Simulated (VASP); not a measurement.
A run of VASP 6.6.1:

INCAR

```
SYSTEM = Al
PREC     = Accurate       ! precision mode
ENCUT    = 520            ! plane-wave cutoff, eV
EDIFF    = 1E-7           ! SCF threshold, eV
ISMEAR   = -1             ! smearing method
SIGMA    = 0.05           ! smearing width, eV
LREAL    = .FALSE.        ! projectors in reciprocal space
LASPH    = .TRUE.         ! aspherical terms in the spheres
NELM     = 60             ! most SCF steps
ALGO     = Normal         ! electronic algorithm
ISIF     = 2              ! what is computed and relaxed
LWAVE    = .FALSE.        ! write WAVECAR
LCHARG   = .FALSE.        ! write CHGCAR
GGA      = VW             ! functional
NBANDS   = 8              ! bands
```

File KPOINTS:

```
Automatic mesh
0
G
  11 11 11
  0 0 0
```

POSCAR

```
Al
1.0
    0.0000000000      2.0382146954      2.0382146954
    2.0382146954      0.0000000000      2.0382146954
    2.0382146954      2.0382146954      0.0000000000
Al
1
Direct
    0.0000000000      0.0000000000      0.0000000000
```

Potentials or basis: VASP PAW PBE potentials, release 64 (Al).

Command:

```sh
$ cat potpaw_PBE.64/Al/POTCAR > POTCAR
$ mpirun -np 1 vasp_std > vasp.out
```

Hardware: 1 thread of Intel(R) Xeon(R) 6975P-C (Granite Rapids), on a shared host.

**Question.** Estimate the wall time of this run.

**Answer.** Run time: 3 s on 1 thread of Intel(R) Xeon(R) 6975P-C (Granite Rapids), with other jobs on the host, peak memory 0.11 GiB. Counts: scf iterations 10, k points 56.
